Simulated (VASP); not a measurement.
A run of VASP 6.6.1:

Contents of INCAR:

```
ALGO = Normal
EDIFF = 1E-6
ENCUT = 520
GGA = PS
ISIF = 2
ISMEAR = -1
LASPH = T
LCHARG = F
LREAL = F
LWAVE = F
NBANDS = 17
NELM = 60
PREC = Accurate
SIGMA = 0.05
```

Contents of KPOINTS:

```
k-points
0
Gamma
  8 8 8
```

The input POSCAR:

```
PbS
1.0
    2.0984823409      1.2115593444      3.4287483306
   -2.0984823409      1.2115593444      3.4287483306
    0.0000000000     -2.4231186889      3.4287483306
Pb S
1 1
Direct
    0.9805657800      0.9805657800      0.9805657800
    0.4750355500      0.4750355500      0.4750355500
```

Potentials or basis: VASP PAW PBE potentials, release 64 (Pb_d, S).

Run with:

```console
$ cat potpaw_PBE.64/Pb_d/POTCAR potpaw_PBE.64/S/POTCAR > POTCAR
$ mpirun -np 1 vasp_std > vasp.out
```

Hardware: 1 thread of AMD EPYC 7R13 Processor (Zen 3), on a shared host.

Problem. How long does it take, and how much memory?

Solution. It took 61 s on 1 thread of AMD EPYC 7R13 Processor (Zen 3) (shared host), peak memory 0.18 GiB. Counts: scf iterations 12, k points 65.
